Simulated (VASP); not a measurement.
# HfB2 (Fm-3m) in VASP: notebook, part 2 of 2

VASP 6.6.1. Earlier steps stand in the parts before.

## (3) Single point, PBE-based screened hybrid with 50 % exact exchange

The input, POSCAR:

```
HfB2
1.0
    0.0000000000      2.7160800000      2.7160800000
    2.7160800000      0.0000000000      2.7160800000
    2.7160800000      2.7160800000      0.0000000000
Hf B
1 2
Direct
    0.0000000000      0.0000000000      0.0000000000
    0.2500000000      0.2500000000      0.2500000000
    0.7500000000      0.7500000000      0.7500000000
```

The input, INCAR.step1:

```
SYSTEM = HfB2
ALGO     = Normal         ! electronic algorithm
EDIFF    = 1E-5           ! SCF threshold, eV
ENCUT    = 520            ! plane-wave cutoff, eV
GGA      = PE             ! functional
ISIF     = 2              ! what is computed and relaxed
ISMEAR   = -1             ! smearing method
LASPH    = .TRUE.         ! aspherical terms in the spheres
LREAL    = .FALSE.        ! projectors in reciprocal space
LWAVE    = .TRUE.         ! write WAVECAR
NBANDS   = 15             ! bands
NELM     = 60             ! most SCF steps
PREC     = Accurate       ! precision mode
SIGMA    = 0.05           ! smearing width, eV
```

The input, INCAR.step2:

```
SYSTEM = HfB2
AEXX     = 0.5            ! exact-exchange fraction
ALGO     = Normal         ! electronic algorithm
EDIFF    = 1E-6           ! SCF threshold, eV
ENCUT    = 520            ! plane-wave cutoff, eV
GGA      = PE             ! functional
HFSCREEN = 0.2            ! screening, 1/A
ISIF     = 2              ! what is computed and relaxed
ISMEAR   = -1             ! smearing method
ISTART   = 1            
LASPH    = .TRUE.         ! aspherical terms in the spheres
LCHARG   = .TRUE.         ! write CHGCAR
LELF     = .TRUE.         ! ELF
LHFCALC  = .TRUE.         ! exact exchange
LREAL    = .FALSE.        ! projectors in reciprocal space
LVHAR    = .TRUE.       
LWAVE    = .FALSE.        ! write WAVECAR
NBANDS   = 15             ! bands
NELM     = 60             ! most SCF steps
PREC     = Accurate       ! precision mode
PRECFOCK = Normal       
SIGMA    = 0.05           ! smearing width, eV
```

The input, KPOINTS:

```
k-points
0
G
  5 5 5
  0 0 0
```

Potentials or basis: VASP PAW PBE potentials, release 64 (Hf_pv, B).

Launch:

```bash
> cat potpaw_PBE.64/Hf_pv/POTCAR potpaw_PBE.64/B/POTCAR > POTCAR
> cp INCAR.step1 INCAR
> mpirun -np 1 vasp_std > vasp.out
> cp INCAR.step2 INCAR
> mpirun -np 1 vasp_std > vasp.out
```

OUTCAR:

```text
SYSTEM = HfB2
   AEXX = 0.5
   EDIFF = 1E-6
   ENCUT = 520
   GGA = PE
   HFSCREEN = 0.2
   ISIF = 2
   ISMEAR = -1
   ISTART = 1
   LASPH = .TRUE.
   LHFCALC = .TRUE.
   LREAL = .FALSE.
   NELM = 60
   PREC = Accurate
   PRECFOCK = Normal

 ion  position               nearest neighbor table
   1  0.000  0.000  0.000-   3 2.35   3 2.35   3 2.35   2 2.35   3 2.35   2 2.35   2 2.35   2 2.35

   2  0.250  0.250  0.250-   1 2.35   1 2.35   1 2.35   1 2.35
   3  0.750  0.750  0.750-   1 2.35   1 2.35   1 2.35   1 2.35

  LATTYP: Found a face centered cubic cell.
 ALAT       =     5.4321600000

  Lattice vectors:

 A1 = (   0.0000000000,   2.7160800000,   2.7160800000)
 A2 = (   2.7160800000,   0.0000000000,   2.7160800000)
 A3 = (   2.7160800000,   2.7160800000,   0.0000000000)

Analysis of symmetry for initial positions (statically):
=====================================================================
 Subroutine PRICEL returns:
 Original cell was already a primitive cell.

 Routine SETGRP: Setting up the symmetry group for a
 face centered cubic supercell.

 Subroutine GETGRP returns: Found 48 space group operations
 (whereof 48 operations were pure point group operations)
 out of a pool of 48 trial point group operations.

The static configuration has the point symmetry O_h .

Analysis of symmetry for dynamics (positions and initial velocities):
=====================================================================
 Subroutine PRICEL returns:
 Original cell was already a primitive cell.

 Routine SETGRP: Setting up the symmetry group for a
 face centered cubic supercell.

 Subroutine GETGRP returns: Found 48 space group operations
 (whereof 48 operations were pure point group operations)
 out of a pool of 48 trial point group operations.

The dynamic configuration has the point symmetry O_h .

 Subroutine INISYM returns: Found 48 space group operations
 (whereof 48 operations are pure point group operations),
 and found     1 'primitive' translations

----------------------------------------------------------------------------------------

                                     Primitive cell

  volume of cell :      40.0735

  direct lattice vectors                    reciprocal lattice vectors
     0.000000000  2.716080000  2.716080000    -0.184088834  0.184088834  0.184088834
     2.716080000  0.000000000  2.716080000     0.184088834 -0.184088834  0.184088834
     2.716080000  2.716080000  0.000000000     0.184088834  0.184088834 -0.184088834

  length of vectors
     3.841117172  3.841117172  3.841117172     0.318851213  0.318851213  0.318851213

  position of ions in fractional coordinates (direct lattice)
     0.000000000  0.000000000  0.000000000
     0.250000000  0.250000000  0.250000000
     0.750000000  0.750000000  0.750000000

  ion indices of the primitive-cell ions
   primitive index   ion index
                 1           1
                 2           2
                 3           3

----------------------------------------------------------------------------------------
[... 43 lines left out ...]
   NGX,Y,Z   is equivalent  to a cutoff of  12.98, 12.98, 12.98 a.u.
   NGXF,Y,Z  is equivalent  to a cutoff of  25.97, 25.97, 25.97 a.u.
 SYSTEM =  HfB2
   PREC   = accura    normal or accurate (medium, high low for compatibility)
   ISTART =      1    job   : 0-new  1-cont  2-samecut
   ICHARG =      0    charge: 1-file 2-atom 10-const
   ISPIN  =      1    spin polarized calculation?
   LNONCOLLINEAR =      F non collinear calculations
   LSORBIT =      F    spin-orbit coupling
   LASPH  =      T    aspherical Exc in radial PAW
   ENCUT  =  520.0 eV  38.22 Ry    6.18 a.u.   7.14  7.14  7.14*2*pi/ulx,y,z
   NELM   =     60;   NELMIN=  2; NELMDL=  0     # of ELM steps
   EDIFF  = 0.1E-05   stopping-criterion for ELM
   LREAL  =      F    real-space projection
   EDIFFG = 0.1E-04   stopping-criterion for IOM
   NSW    =      0    number of steps for IOM
   IBRION =     -1    ionic relax: 0-MD 1-quasi-New 2-CG
   NFREE  =      0    steps in history (QN), initial steepest desc. (CG)
   ISIF   =      2    stress and relaxation
   ISYM   =      3    0-nonsym 1-usesym 2-fastsym
   POTIM  = 0.5000    time-step for ionic-motion
   TEBEG  =    0.0;   TEEND  =   0.0 temperature during run
   PSTRESS=    0.0 pullay stress
   NELECT =      16.0000    total number of electrons
   NUPDOWN=      -1.0000    fix difference up-down
   EMIN   =  10.00;   EMAX   =-10.00  energy-range for DOS
   EFERMI =   0.00;   METHOD = LEGACY
   ISMEAR =    -1;   SIGMA  =   0.05  broadening in eV -4-tet -1-fermi 0-gaus
   EFERMI_NEDOS =   21; number of points for ismear=-14 and -15
   IALGO  =     38    algorithm
   IMIX   =      1    mixing-type and parameters
     AMIX     =   0.40;   BMIX     =  1.00
     AMIX_MAG =   1.60;   BMIX_MAG =  1.00
  volume/ion in A,a.u.               =      13.36        90.14
  Fermi-wavevector in a.u.,A,eV,Ry     =   1.205486  2.278039 19.771948  1.453197
  Thomas-Fermi vector in A             =   2.341181
   LORBIT       =      0    0 simple, 1 ext, 2 COOP (PROOUT), +10 PAW based schemes
   GGA     = PE    functional components
   LHFCALC =     T    Hartree Fock is set to
   PRECFOCK=normal    Normal, Fast or Accurate (Low or Medium for compatibility)
   ENCUT4O =  -1.0   cutoff for four orbital integrals eV
   NKREDX  =     1    reduce k-point grid by
   NKREDY  =     1    reduce k-point grid by
   NKREDZ  =     1    reduce k-point grid by
   AEXX    =    0.5000 exact exchange contribution
   HFSCREEN=    0.2000 screening length (either q_TF or 0.3 A-1)
   HFSCREENC=   0.2000 screening length for correlation (either q_TF or 0.3 A-1)
   ENCUTFOCK=  -1.0 apply spherical cutoff to Coloumb kernel
   IVDW    =     0    specifies the selected vdW correction
   LEPSILON=     F    determine dielectric tensor
   LRPA    =     F    only Hartree local field effects (RPA)
 non-spin polarized calculation
  energy-cutoff  :      520.00
  volume of cell :       40.07
 maximum number of plane-waves:      1091
 NGX is ok and might be reduce to    30
  NGX = 24; NGY = 24; NGZ = 24

 number of electron      16.0000001 magnetization

 Free energy of the ion-electron system (eV)
  ---------------------------------------------------
  ext. energy  EPLUGINS =         0.00000000
  ---------------------------------------------------
  free energy    TOTEN  =       -26.30350864 eV

  energy without entropy =      -26.29058148  energy(sigma->0) =      -26.29704506

 E-fermi :   4.4825     XC(G=0):  -7.1670

 val. band max:        4.4490343426   @ k =  -0.4000   0.2000   0.0000
 cond. band min:       4.7440680402   @ k =  -0.4000   0.4000   0.2000
 fundamental gap:      0.2950336976
 Fermi energy:         4.4824998908

 k-point     1 :       0.0000    0.0000    0.0000
  band No.  band energies     occupation
      1     -30.5252      2.00000
      2     -30.5252      2.00000
      3     -30.5252      2.00000
      4      -9.5231      2.00000
      5      -0.4868      2.00000
      6      -0.4868      2.00000
      7      -0.4868      2.00000
      8       3.3178      2.00000
      9       7.4792      0.00000
     10       7.4792      0.00000
     11       9.6413      0.00000
     12       9.6413      0.00000
     13       9.6413      0.00000
     14      15.9259      0.00000
[... 149 lines left out ...]
      2     -30.6836      2.00000
      3     -30.6230      2.00000
      4      -5.0335      2.00000
      5      -3.9019      2.00000
      6      -0.8218      2.00000
      7       0.1321      2.00000
      8       2.9947      2.00000
      9       4.7441      0.01064
     10       7.0635      0.00000
     11       9.3967      0.00000
     12      10.2284      0.00000
     13      10.6289      0.00000
     14      14.3443      0.00000
     15      15.7119      0.00000

------------------------ aborting loop because EDIFF is reached ----------------------------------------

  FORCE on cell =-STRESS in cart. coord.  units (eV):
  Direction    XX          YY          ZZ          XY          YZ          ZX
  --------------------------------------------------------------------------------------
  -------------------------------------------------------------------------------------
  Total       -1.4238220     -1.4238220     -1.4238220      0.0000000      0.0000000      0.0000000
  in kB      -56.9257324    -56.9257324    -56.9257324      0.0000000      0.0000000      0.0000000
  external PRESSURE =     -56.9257324 kB  Pullay stress =       0.0000000 kB

 VOLUME and BASIS-vectors are now :
 -----------------------------------------------------------------------------
  energy-cutoff  :      520.00
  volume of cell :       40.07
      direct lattice vectors                 reciprocal lattice vectors
     0.000000000  2.716080000  2.716080000    -0.184088834  0.184088834  0.184088834
     2.716080000  0.000000000  2.716080000     0.184088834 -0.184088834  0.184088834
     2.716080000  2.716080000  0.000000000     0.184088834  0.184088834 -0.184088834

 POSITION                                       TOTAL-FORCE (eV/Angst)
 -----------------------------------------------------------------------------------
      0.00000      0.00000      0.00000        -0.000000     -0.000000      0.000000
      1.35804      1.35804      1.35804        -0.000000     -0.000000     -0.000000
      4.07412      4.07412      4.07412         0.000000      0.000000      0.000000
 -----------------------------------------------------------------------------------
    total drift:                               -0.000001     -0.000000     -0.000000

  FREE ENERGIE OF THE ION-ELECTRON SYSTEM (eV)
  ---------------------------------------------------
  free  energy   TOTEN  =       -26.3035086437 eV

  energy  without entropy=      -26.2905814826  energy(sigma->0) =      -26.29704506
```

It took 11 min on 1 thread of Intel Xeon Platinum 8488C (Sapphire Rapids), shared host; peak memory 0.28 GiB.

Results:

* Free energy: -26.3035 eV
* Pressure: -5.7 GPa
* Band gap on the k mesh: zero (bands 8 and 9 overlap by 1.16 eV)

Caveat: the k points lie up to 0.40 Å⁻¹ apart, too coarse for converged energies and pressures of a metal; the PAW data sets were made with another functional, which shifts forces and pressure a little; spin-orbit coupling is left out, which moves the levels of the heavy elements.

## (4) Single point, PBE-based screened hybrid with 5 % exact exchange

POSCAR is that of step 3.

The input, INCAR.step1:

```
PREC     = Accurate       # precision mode
ENCUT    = 520            # plane-wave cutoff, eV
EDIFF    = 1E-5           # SCF threshold, eV
ISMEAR   = -1             # smearing method
SIGMA    = 0.05           # smearing width, eV
LREAL    = F              # projectors in reciprocal space
LASPH    = T              # aspherical terms in the spheres
NELM     = 80             # most SCF steps
ALGO     = Normal         # electronic algorithm
ISIF     = 2              # what is computed and relaxed
LWAVE    = T              # write WAVECAR
LCHARG   = F              # write CHGCAR
GGA      = PE             # functional
NBANDS   = 15             # bands
```

The input, INCAR.step2:

```
PREC     = Accurate       # precision mode
ENCUT    = 520            # plane-wave cutoff, eV
EDIFF    = 1E-7           # SCF threshold, eV
ISMEAR   = -1             # smearing method
SIGMA    = 0.05           # smearing width, eV
LREAL    = F              # projectors in reciprocal space
LASPH    = T              # aspherical terms in the spheres
NELM     = 80             # most SCF steps
ALGO     = Normal         # electronic algorithm
ISIF     = 2              # what is computed and relaxed
LWAVE    = F              # write WAVECAR
LCHARG   = F              # write CHGCAR
GGA      = PE             # functional
LHFCALC  = T              # exact exchange
AEXX     = 0.05           # exact-exchange fraction
HFSCREEN = 0.2            # screening, 1/A
PRECFOCK = Normal       
ISTART   = 1            
NBANDS   = 15             # bands
```

The input, KPOINTS:

```
regular mesh
0
Gamma
  5 5 5
```

Launch:

```bash
> cat potpaw_PBE.64/Hf_pv/POTCAR potpaw_PBE.64/B/POTCAR > POTCAR
> cp INCAR.step1 INCAR
> mpirun -np 1 vasp_std > vasp.out
> cp INCAR.step2 INCAR
> mpirun -np 1 vasp_std > vasp.out
```

Run time: 6.1 min. Hardware: 1 thread of Intel Xeon 6975P-C (Granite Rapids), shared host; peak memory 0.28 GiB.

It converged, with:

```yaml
Free_energy: -21.6099 eV
Pressure: -0.6 GPa
Band_gap_on_the_k_mesh: zero (bands 8 and 9 overlap by 0.86 eV)
```

Levels at points of the mesh, in eV from the Fermi level:
| k point | band 4 | band 5 | band 6 | band 7 | band 8 | band 9 | band 10 | band 11 | band 12 | band 13 |
| --- | --- | --- | --- | --- | --- | --- | --- | --- | --- | --- |
| (0.00, 0.00, 0.00) | -10.99 | -3.77 | -3.77 | -3.77 | -1.05 | 2.20 | 2.20 | 3.99 | 3.99 | 3.99 |

Caveat: the k points lie up to 0.40 Å⁻¹ apart, too coarse for converged energies and pressures of a metal; the PAW data sets were made with another functional, which shifts forces and pressure a little; spin-orbit coupling is left out, which moves the levels of the heavy elements.

## (5) Summary

```csv
level,share of exact exchange,gap on the mesh (eV),pressure (GPa)
PBE-based screened hybrid with 40 % exact exchange,0.4,none,-4.6
PBE-based screened hybrid with 50 % exact exchange,0.5,none,-5.7
PBE-based screened hybrid with 5 % exact exchange,0.05,none,-0.6
```

Alike in all rows: task single point; potentials or basis VASP PAW PBE potentials, release 64 (Hf_pv, B); no spin polarisation; cell as given; k mesh 5 × 5 × 5; cutoff (eV) 520; smearing fermi-dirac 0.05 eV.

Caveats: all runs use coarse meshes; the PAW data sets were made with another functional, which shifts forces and pressure a little; spin-orbit coupling is left out, which moves the levels of the heavy elements.

Total energies depend on the potentials used, so only differences within one code and one set of settings carry meaning.

The gap in the log of VASP goes by the Fermi energy; the results here count the filled bands.